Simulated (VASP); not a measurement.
**InW8C8: single point with PBE**

System: InW8C8, a slab with vacuum.

```
W C In
1.0
     5.80060    0.00000    0.00000
    -2.90030    5.02347    0.00000
     0.00000    0.00000   15.24665
W C In
8 8 1
Direct
  0.00000 0.00000 0.06559
  0.00394 0.00417 0.25153
  0.00000 0.50000 0.06559
  0.00109 0.50289 0.25439
  0.50000 0.00000 0.06559
  0.50299 0.00255 0.25415
  0.50000 0.50000 0.06559
  0.50266 0.50483 0.25422
  0.33360 0.16729 0.15196
  0.33912 0.17316 0.32665
  0.33373 0.66725 0.15232
  0.33714 0.67282 0.32879
  0.83261 0.16734 0.15196
  0.84676 0.17642 0.33072
  0.83252 0.66642 0.15209
  0.84665 0.67738 0.33069
  0.81996 0.91574 0.45092
```

```json
{"Program": "VASP 6.6.1", "Task": "single point", "Functional": "PBE", "Potentials or basis": "VASP PAW PBE potentials, release 64 (W_sv, C, In_d)", "Cutoff": "520 eV", "k mesh": "3 × 3 × 1", "Occupations": "gaussian, width 0.05 eV", "Spin": "no spin polarisation", "Dipole correction": "no", "Further INCAR settings": "LREAL = Auto; ALGO = Normal; EDIFF = 1e-07; NBANDS = 92"}
```

| Item | Value |
| --- | --- |
| Largest force | 0.294 eV/Å |
| Band gap on the k mesh | zero (an odd number of electrons rules out a gap without spin polarisation) |

Forces on the atoms (eV/Å):
```
W   -0.026  0.024 -0.292
W    0.012  0.001 -0.022
W   -0.027  0.035  0.082
W    0.013 -0.004 -0.031
W    0.048  0.054 -0.021
W    0.015 -0.002 -0.034
W    0.022  0.088 -0.019
W    0.017  0.001 -0.034
C    0.002 -0.003  0.002
C    0.023 -0.005  0.073
C    0.003  0.000 -0.006
C    0.019 -0.026  0.086
C    0.004 -0.004  0.007
C    0.029 -0.007  0.083
C    0.007 -0.005  0.001
C    0.030 -0.013  0.092
In  -0.191 -0.131  0.031
```

Levels at points of the mesh, in eV from the Fermi level:
| k point | band 75 | band 76 | band 77 | band 78 | band 79 | band 80 | band 81 | band 82 | band 83 | band 84 |
| --- | --- | --- | --- | --- | --- | --- | --- | --- | --- | --- |
| (0.00, 0.00, 0.00) | 0.13 | 0.16 | 0.20 | 0.30 | 0.30 | 0.46 | 0.84 | 0.96 | 1.12 | 2.03 |

Run time: 8.1 min on 1 thread of Intel(R) Xeon(R) Platinum 8488C (Sapphire Rapids), on a shared host, peak memory 0.63 GiB.

Caveat: the k points lie up to 0.42 Å⁻¹ apart, too coarse for converged energies and pressures of a metal; spin-orbit coupling is left out, which moves the levels of the heavy elements.
